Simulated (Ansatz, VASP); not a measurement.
**Hf3O2 in VASP and in Ansatz**

```
Hf O
1.0
     3.26521    0.00000    0.00000
    -1.63260    2.82775    0.00000
     0.00000    0.00000    9.86807
Hf O
3 2
Direct
  0.00000 0.00000 0.00000
  0.33333 0.66667 0.73244
  0.66667 0.33333 0.26756
  0.33333 0.66667 0.35732
  0.66667 0.33333 0.64268
```

Alike in both runs: functional PBE; k mesh 12 × 12 × 4; occupations gaussian, width 0.1 eV; no spin polarisation.

Ansatz relaxed the structure, and its values are those at the end. VASP's run is a single point on that final structure, the one shown.

|  | VASP | Ansatz |
| --- | --- | --- |
| version | VASP 6.6.1 | Ansatz 0.2.0 |
| potentials or method | VASP PAW PBE potentials, release 64 (Hf_pv, O), cutoff 520 eV | scalar-relativistic, plane waves, PAW |
| valence electrons in the cell | 42 | 90 |

```csv
,VASP,Ansatz,Ansatz less VASP
gap on the k mesh at the Fermi level (eV),none,none,-
pressure (GPa),-1.1,0.0,+1.12
rms of the force components (eV/Å),0.073,0.000,-0.0722
```

A gap of «none» marks a metal or a gap that the smearing closes. VASP's potentials hold 42 valence electrons a cell and Ansatz's 90, so a difference there can come from the potentials and not from the codes.

Neither program's run includes spin-orbit coupling.
